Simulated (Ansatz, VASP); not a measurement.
One calculation of SnO, two programs

File INCAR:

```
SYSTEM = SnO
PREC = Accurate
ENCUT = 520
EDIFF = 1E-6
ISMEAR = 0
SIGMA = 0.05
LREAL = .FALSE.
LASPH = .TRUE.
NELM = 100
ALGO = Normal
ISIF = 2
LWAVE = .FALSE.
LCHARG = .FALSE.
LDIPOL = .TRUE.
IDIPOL = 3
DIPOL = 0.5 0.5 0.388
GGA = PE
IVDW = 12
NBANDS = 50
```

File KPOINTS:

```
regular mesh
0
G
  7 7 1
  0 0 0
```

The input POSCAR:

```
SnO
1.0
    3.8205591864     -0.0000144263      0.0000000000
    0.0000145052      3.8205591864      0.0000000000
    0.0000000000      0.0000000000     22.2281054423
Sn O
4 4
Direct
    0.7499972411      0.2500027589      0.2024464033
    0.2499972411      0.7500027589      0.3088006191
    0.3749972411      0.8750027589      0.4662589328
   -0.1250027589      1.3750027589      0.5726131485
    0.2499972411      0.2500027589      0.2556235112
    0.7499972411      0.7500027589      0.2556235112
   -0.1250027589      0.8750027589      0.5194360406
    0.3749972411      1.3750027589      0.5194360406
```

Input for Ansatz:

```yaml
crystal:
  lattice:
    - [3.8205591864, -1.44263e-05, 0.0]
    - [1.45052e-05, 3.8205591864, 0.0]
    - [0.0, 0.0, 22.2281054423]
  atoms:
    - { symbol: Sn, position: [0.7499972411, 0.2500027589, 0.2024464033] }
    - { symbol: O, position: [0.2499972411, 0.2500027589, 0.2556235112] }
    - { symbol: O, position: [0.7499972411, 0.7500027589, 0.2556235112] }
    - { symbol: Sn, position: [0.2499972411, 0.7500027589, 0.3088006191] }
    - { symbol: Sn, position: [0.3749972411, 0.8750027589, 0.4662589328] }
    - { symbol: O, position: [-0.1250027589, 0.8750027589, 0.5194360406] }
    - { symbol: O, position: [0.3749972411, 1.3750027589, 0.5194360406] }
    - { symbol: Sn, position: [-0.1250027589, 1.3750027589, 0.5726131485] }
basis:
  ecutwfc: 420
kpoints:
  mp_grid: { grid: [7, 7, 1] }
hamiltonian:
  xc: pbe
  dispersion: d3bj
scf:
  occupations: { method: gaussian, width: 0.05 }
output:
  forces: true
  eigenvalues: true
efield:
  axis: 3
  dipole_correction: true
  ramp_width: 0.04
```

Alike in both runs: task single point; functional PBE; dispersion D3(BJ); k mesh 7 × 7 × 1; occupations gaussian, width 0.05 eV; no spin polarisation.

```csv
,VASP,Ansatz
version,VASP 6.6.1,Ansatz 0.2.0
potentials or method,"VASP PAW PBE potentials, release 64 (Sn_d, O), cutoff 520 eV","scalar-relativistic, plane waves, PAW"
valence electrons in the cell,80,80
```

```csv
,VASP,Ansatz,Ansatz less VASP
gap on the k mesh at the Fermi level (eV),1.77,1.78,+0.006
least direct gap on the mesh (eV),1.99,2.00,+0.008
rms of the force components (eV/Å),0.144,0.165,+0.0210
```
